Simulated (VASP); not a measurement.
Write the native input for VASP 6.6.1 that does the following.

```
Task                   : single point
Functional             : PBE
Potentials or basis    : VASP PAW PBE potentials, release 64 (Mn_pv, O)
Cutoff                 : 520 eV
k mesh                 : 5 × 5 × 7
Occupations            : fermi-dirac, width 0.02 eV
Spin                   : no spin polarisation
Dipole correction      : no
Further INCAR settings : ALGO = Normal; EDIFF = 1e-06; NBANDS = 34
```

The structure of MnO2 lies in POSCAR:

```
MnO2
1.0
    4.3983000000      0.0000000000      0.0000000000
    0.0000000000      4.3983000000      0.0000000000
    0.0000000000      0.0000000000      2.8730000000
Mn O
2 4
Direct
    0.0000000000      0.0000000000      0.0000000000
    0.5000000000      0.5000000000      0.5000000000
    0.3051500000      0.3051500000      0.0000000000
    0.1948500000      0.8051500000      0.5000000000
    0.6948500000      0.6948500000      0.0000000000
    0.8051500000      0.1948500000      0.5000000000
```

These files were run (other wordings do the same):

INCAR

```
PREC     = Accurate       # precision mode
ENCUT    = 520            # plane-wave cutoff, eV
EDIFF    = 1E-6           # SCF threshold, eV
ISMEAR   = -1             # smearing method
SIGMA    = 0.02           # smearing width, eV
LREAL    = False          # projectors in reciprocal space
LASPH    = True           # aspherical terms in the spheres
NELM     = 60             # most SCF steps
ALGO     = Normal         # electronic algorithm
ISIF     = 2              # what is computed and relaxed
LWAVE    = False          # write WAVECAR
LCHARG   = False          # write CHGCAR
GGA      = PE             # functional
NBANDS   = 34             # bands
```

KPOINTS

```
Automatic mesh
0
Gamma
  5 5 7
```

Potentials or basis: VASP PAW PBE potentials, release 64 (Mn_pv, O).

Command:

```bash
$ cat potpaw_PBE.64/Mn_pv/POTCAR potpaw_PBE.64/O/POTCAR > POTCAR
$ mpirun -np 1 vasp_std > vasp.out
```

Results of the run:

- Pressure: -5.4 GPa
- Largest force: 0.339 eV/Å
- Band gap on the k mesh: zero (band 25 reaches 5.54 eV, above the bottom of band 26 at 4.80 eV)

Caveat: the run has no spin polarisation, though such a crystal can be magnetic; semilocal functionals often make such compounds metallic where correlation or magnetic order opens a gap, which also shifts bond lengths.

It took 37 s on 1 thread of Intel Xeon 6975P-C, on a shared host, peak memory 0.19 GiB.
